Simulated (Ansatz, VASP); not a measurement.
## One calculation of LaNb2N2, two programs

```
La Nb N
1.0
    -1.90085    1.90085    5.97677
     1.90085   -1.90085    5.97677
     1.90085    1.90085   -5.97677
La Nb N
1 2 2
Direct
  0.00000 0.00000 0.00000
  0.34430 0.34430 0.00000
  0.65570 0.65570 0.00000
  0.14110 0.14110 0.00000
  0.85890 0.85890 0.00000
```

Change from the starting cell: species swapped into the Ba2ZnN2 type (I4/mmm, No. 139).

Alike in both runs: task single point; functional PBE; k mesh 6 × 6 × 6; occupations gaussian, width 0.1 eV; no spin polarisation.

```csv
,VASP,Ansatz
version,VASP 6.6.1,Ansatz 0.2.0
potentials or method,"VASP PAW PBE potentials, release 64 (La, Nb_sv, N), cutoff 520 eV","scalar-relativistic, plane waves, PAW"
valence electrons in the cell,47,47
```

|  | VASP | Ansatz | Ansatz less VASP |
| --- | --- | --- | --- |
| gap on the k mesh at the Fermi level (eV) | none | none | - |
| pressure (GPa) | 11.0 | 10.8 | -0.19 |
| traceless stress, the component that is largest in VASP (GPa) | 61.18 | 60.60 | -0.577 |
| rms of the force components (eV/Å) | 4.711 | 4.654 | -0.0575 |

Atom by atom the forces differ by 0.058 eV/Å (rms over components). A gap of «none» marks a metal or a gap that the smearing closes. The functional is the same, so the differences come from potentials, cutoffs and numerics.

The k mesh is coarse, so the values compare programs but aren't converged. Neither program's run includes spin-orbit coupling.
